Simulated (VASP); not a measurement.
# TiN (dq5) (Fm-3m) in VASP: vibrations by perturbation theory with LDA

Aim: the vibrations by perturbation theory of TiN (dq5) with LDA.

Everything below comes from runs of VASP 6.6.1. Logs are shortened: lines on timing, memory, paths and dates and some standing lists are left out, and cuts for length are marked.

**1. The cell of the first run**

Symmetry: Fm-3m, No. 225, cubic system. The conventional cell has a = 4.173 Å, b = 4.173 Å, c = 4.173 Å, α = 90.00°, β = 90.00°, γ = 90.00°. Within 2.8 Å of Ti (site symmetry m-3m) lie 6 N at 2.09 Å. N (site symmetry m-3m) has 6 Ti at 2.09 Å within 2.8 Å.

**2. Vibrations by perturbation theory, LDA**

Contents of INCAR:

```
ALGO     = Normal         # electronic algorithm
EDIFF    = 1E-8           # SCF threshold, eV
ENCUT    = 520            # plane-wave cutoff, eV
GGA      = CA             # functional
IBRION   = 8              # ionic algorithm
ISIF     = 2              # what is computed and relaxed
ISMEAR   = -1             # smearing method
LASPH    = T              # aspherical terms in the spheres
LCHARG   = T              # write CHGCAR
LREAL    = F              # projectors in reciprocal space
LWAVE    = F              # write WAVECAR
NELM     = 80             # most SCF steps
NSW      = 1              # ionic steps
PREC     = Accurate       # precision mode
SIGMA    = 0.15           # smearing width, eV
```

Contents of KPOINTS:

```
k-points
0
Gamma
  14 14 14
```

Contents of POSCAR:

```
TiN
1.0
    0.0000000000      2.0866560794      2.0866560794
    2.0866560794      0.0000000000      2.0866560794
    2.0866560794      2.0866560794      0.0000000000
Ti N
1 1
Direct
    0.0000000000      0.0000000000      0.0000000000
    0.5000000000      0.5000000000      0.5000000000
```

Potentials or basis: VASP PAW LDA potentials, release 64 (Ti_sv, N).

Launch:

```console
> cat potpaw_LDA.64/Ti_sv/POTCAR potpaw_LDA.64/N/POTCAR > POTCAR
> mpirun -np 1 vasp_std > vasp.out
```

OUTCAR:

```text
EDIFF = 1E-8
   ENCUT = 520
   GGA = CA
   IBRION = 8
   ISIF = 2
   ISMEAR = -1
   LASPH = T
   LREAL = F
   NELM = 80
   NSW = 1
   PREC = Accurate

 ion  position               nearest neighbor table
   1  0.000  0.000  0.000-   2 2.09   2 2.09   2 2.09   2 2.09   2 2.09   2 2.09
   2  0.500  0.500  0.500-   1 2.09   1 2.09   1 2.09   1 2.09   1 2.09   1 2.09

  LATTYP: Found a face centered cubic cell.
 ALAT       =     4.1733121588

  Lattice vectors:

 A1 = (   0.0000000000,   2.0866560794,   2.0866560794)
 A2 = (   2.0866560794,   0.0000000000,   2.0866560794)
 A3 = (   2.0866560794,   2.0866560794,   0.0000000000)

Analysis of symmetry for initial positions (statically):
=====================================================================
 Subroutine PRICEL returns:
 Original cell was already a primitive cell.

 Routine SETGRP: Setting up the symmetry group for a
 face centered cubic supercell.

 Subroutine GETGRP returns: Found 48 space group operations
 (whereof 48 operations were pure point group operations)
 out of a pool of 48 trial point group operations.

The static configuration has the point symmetry O_h .

Analysis of symmetry for dynamics (positions and initial velocities):
=====================================================================
 Subroutine PRICEL returns:
 Original cell was already a primitive cell.

 Routine SETGRP: Setting up the symmetry group for a
 face centered cubic supercell.

 Subroutine GETGRP returns: Found 48 space group operations
 (whereof 48 operations were pure point group operations)
 out of a pool of 48 trial point group operations.

The dynamic configuration has the point symmetry O_h .

 Subroutine INISYM returns: Found 48 space group operations
 (whereof 48 operations are pure point group operations),
 and found     1 'primitive' translations

----------------------------------------------------------------------------------------

                                     Primitive cell

  volume of cell :      18.1712
[... 517 lines left out ...]

 VOLUME and BASIS-vectors are now :
 -----------------------------------------------------------------------------
  energy-cutoff  :      520.00
  volume of cell :       18.17
      direct lattice vectors                 reciprocal lattice vectors
     0.000000000  2.086656079  2.086656079    -0.239617829  0.239617829  0.239617829
     2.086656079  0.000000000  2.086656079     0.239617829 -0.239617829  0.239617829
     2.086656079  2.086656079  0.000000000     0.239617829  0.239617829 -0.239617829

 POSITION                                       TOTAL-FORCE (eV/Angst)
 -----------------------------------------------------------------------------------
      0.00000      0.00000      0.00000         0.000000     -0.000000     -0.000000
      2.08666      2.08666      2.08666        -0.000000      0.000000      0.000000
 -----------------------------------------------------------------------------------
    total drift:                                0.000000     -0.000000     -0.000000

  FREE ENERGIE OF THE ION-ELECTRON SYSTEM (eV)
  ---------------------------------------------------
  free  energy   TOTEN  =       -21.7008782426 eV

  energy  without entropy=      -21.6409916025  energy(sigma->0) =      -21.67093492

[... ionic steps 2 to 3 ...]

--------------------------------------- Ionic step        4  -------------------------------------------

------------------------ aborting loop because EDIFF is reached ----------------------------------------

[... ionic steps 5 to 6 ...]

--------------------------------------- Ionic step        7  -------------------------------------------

 Free energy of the ion-electron system (eV)
  ---------------------------------------------------
  ---------------------------------------------------
  free energy    TOTEN  =        -0.22869633 eV

  energy without entropy =       -0.22869633

------------------------ aborting loop because EDIFF is reached ----------------------------------------

 INTERNAL STRAIN TENSOR  FOR ION    2  DIRECTION 1   (eV/Angst):
 -----------------------------------------------------------------------------
     0.02878  0.00000 -0.00000
    -0.00000 -0.01394 -0.00000
     0.00000 -0.00000 -0.01394

 INTERNAL STRAIN TENSOR FOR ION    2 for displacements in x,y,z  (eV/Angst):
          X           Y           Z          XY          YZ          ZX
  --------------------------------------------------------------------------------
  x     0.00000     0.00000     0.00000     0.00000     0.00000     0.00000
  y     0.00000     0.00000     0.00000     0.00000     0.00000     0.00000
  z     0.00000     0.00000     0.00000     0.00000     0.00000     0.00000

 SECOND DERIVATIVES (NOT SYMMETRIZED)
 ------------------------------------
               1X          1Y          1Z          2X          2Y          2Z
  1X   -12.130877    0.000000    0.000000   12.130877    0.000000    0.000000
  1Y     0.000000  -12.130877    0.000000    0.000000   12.130877    0.000000
  1Z     0.000000    0.000000  -12.130877    0.000000    0.000000   12.130877
  2X    12.120084    0.000000    0.000000  -12.120084    0.000000    0.000000
  2Y     0.000000   12.120084    0.000000    0.000000  -12.120084    0.000000
  2Z     0.000000    0.000000   12.120084    0.000000    0.000000  -12.120084

 Eigenvectors and eigenvalues of the dynamical matrix
 ----------------------------------------------------

   1 f  =   16.537481 THz   103.908057 2PiTHz  551.630984 cm-1    68.393495 meV
             X         Y         Z           dx          dy          dz
      0.000000  0.000000  0.000000     0.000000    0.000000   -0.475828
      2.086656  2.086656  2.086656     0.000000    0.000000    0.879538
[... 21 lines left out ...]
   6 f/i=    0.003080 THz     0.019355 2PiTHz    0.102753 cm-1     0.012740 meV
             X         Y         Z           dx          dy          dz
      0.000000  0.000000  0.000000    -0.469823   -0.719924    0.185910
      2.086656  2.086656  2.086656    -0.254174   -0.389478    0.100577

--------------------------------------------------------------------------------------------------------

 ELASTIC MODULI CONTR FROM IONIC RELAXATION (kBar)
 Direction    XX          YY          ZZ          XY          YZ          ZX
 --------------------------------------------------------------------------------
 XX           0.0000      0.0000      0.0000      0.0000      0.0000      0.0000
 YY           0.0000      0.0000      0.0000      0.0000      0.0000      0.0000
 ZZ           0.0000      0.0000      0.0000      0.0000      0.0000      0.0000
 XY           0.0000      0.0000      0.0000      0.0000      0.0000      0.0000
 YZ           0.0000      0.0000      0.0000      0.0000      0.0000      0.0000
 ZX           0.0000      0.0000      0.0000      0.0000      0.0000      0.0000
 --------------------------------------------------------------------------------
```

OSZICAR:

```text
N       E                     dE             d eps       ncg     rms          rms(c)
DAV:   1     0.139432298962E+03    0.13943E+03   -0.89437E+03  2496   0.168E+03
DAV:   2    -0.146609880095E+02   -0.15409E+03   -0.14813E+03  2632   0.419E+02
DAV:   3    -0.262001769680E+02   -0.11539E+02   -0.11223E+02  3120   0.112E+02
[... 67 lines left out ...]
RMM:  13    -0.228696112910E+00   -0.58768E-07   -0.58963E-06 14214   0.588E-04    0.207E-04
RMM:  14    -0.228695505008E+00    0.60790E-06   -0.50522E-06 12196   0.427E-04    0.905E-05
RMM:  15    -0.228696405718E+00   -0.90071E-06   -0.31870E-06 12031   0.420E-04    0.304E-04
RMM:  16    -0.228696340281E+00    0.65437E-07   -0.18751E-06 14009   0.215E-04    0.290E-04
RMM:  17    -0.228696352525E+00   -0.12244E-07   -0.19276E-06 14514   0.129E-04    0.298E-04
RMM:  18    -0.228696331368E+00    0.21157E-07   -0.84880E-07 13198   0.863E-05    0.291E-04
 Linear response finished
```

stdout:

```text
POSCAR found type information on POSCAR TiN
 POSCAR found :  2 types and       2 ions
 scaLAPACK will be used
 LDA part: xc-table for (Slater(with rela. corr.)+CA(PZ))
 , standard interpolation
 POSCAR, INCAR and KPOINTS ok, starting setup
 FFT: planning ... GRIDC
 FFT: planning ... GRID_SOFT
 FFT: planning ... GRID
 WAVECAR not read
[... 13 lines left out ...]
|                                                                             |
 -----------------------------------------------------------------------------

 Linear response reoptimize wavefunctions to high precision
 Linear response DOF=           2
 Linear response progress:
 first order change of Fermi-energy   0.70817E-03
 force on displaced ion       1 direction 1 : -12.131   0.000   0.000
 Linear response progress:
 first order change of Fermi-energy  -0.56682E-04
 force on displaced ion       2 direction 1 : -12.120   0.000   0.000
 Linear response finished
```

It took 4.6 min on 1 thread of Intel Xeon Platinum 8488C (Sapphire Rapids), shared host; peak memory 0.25 GiB.

What came out:

```
Highest phonon frequency at Γ, LO-TO splitting left out : 552 cm⁻¹
```

Phonon frequencies in cm⁻¹ (negative: imaginary):
| q point | frequencies |
| --- | --- |
| (0.000, 0.000, 0.000) | 0 0 0 552 552 552 |

Caveat: the cell wasn't relaxed at this level first, which shifts response properties.
